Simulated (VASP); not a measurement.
Write the native input for VASP 6.6.1 that does the following.

```
Task                   : single point
Functional             : PBEsol
Potentials or basis    : VASP PAW PBE potentials, release 64 (Zn, Cd, Te)
Cutoff                 : 520 eV
k mesh                 : 6 × 6 × 2
Occupations            : fermi-dirac, width 0.03 eV
Spin                   : no spin polarisation
Dipole correction      : no
Further INCAR settings : ALGO = Normal; EDIFF = 1e-07; NBANDS = 36
```

The structure of ZnCd2Te3 lies in POSCAR:

```
ZnCd2Te3
1.0
    4.4840210874      0.0000000000      0.0000000000
   -2.2420105437      3.8832761728      0.0000000000
    0.0000000000      0.0000000000     11.0382709751
Zn Cd Te
1 2 3
Direct
    0.3333333333      0.6666666667      0.6651908155
    0.0000000000      0.0000000000      0.9955882800
    0.6666666667      0.3333333333      0.3416894825
    0.0000000000      0.0000000000      0.2486688410
    0.6666666667      0.3333333333      0.5955833253
    0.3333333333      0.6666666667      0.9032792557
```

These files were run (other wordings do the same):

INCAR

```
PREC = Accurate
ENCUT = 520
EDIFF = 1E-7
ISMEAR = -1
SIGMA = 0.03
LREAL = F
LASPH = T
NELM = 60
ALGO = Normal
ISIF = 2
LWAVE = F
LCHARG = F
GGA = PS
NBANDS = 36
```

KPOINTS

```
regular mesh
0
Gamma
  6 6 2
```

Potentials or basis: VASP PAW PBE potentials, release 64 (Zn, Cd, Te).

The run is started by

```console
$ cat potpaw_PBE.64/Zn/POTCAR potpaw_PBE.64/Cd/POTCAR potpaw_PBE.64/Te/POTCAR > POTCAR
$ mpirun -np 1 vasp_std > vasp.out
```

It gave:

```
Pressure               : 0.2 GPa
Largest force          : 0.008 eV/Å
Band gap on the k mesh : 0.66 eV, direct
```

Caveat: the PAW data sets were made with another functional, which shifts forces and pressure a little; spin-orbit coupling is left out, which moves the levels of the heavy elements.

Wall time 50 s on 1 thread of Intel(R) Xeon(R) 6975P-C (Granite Rapids), with other jobs on the host, peak memory 0.37 GiB.
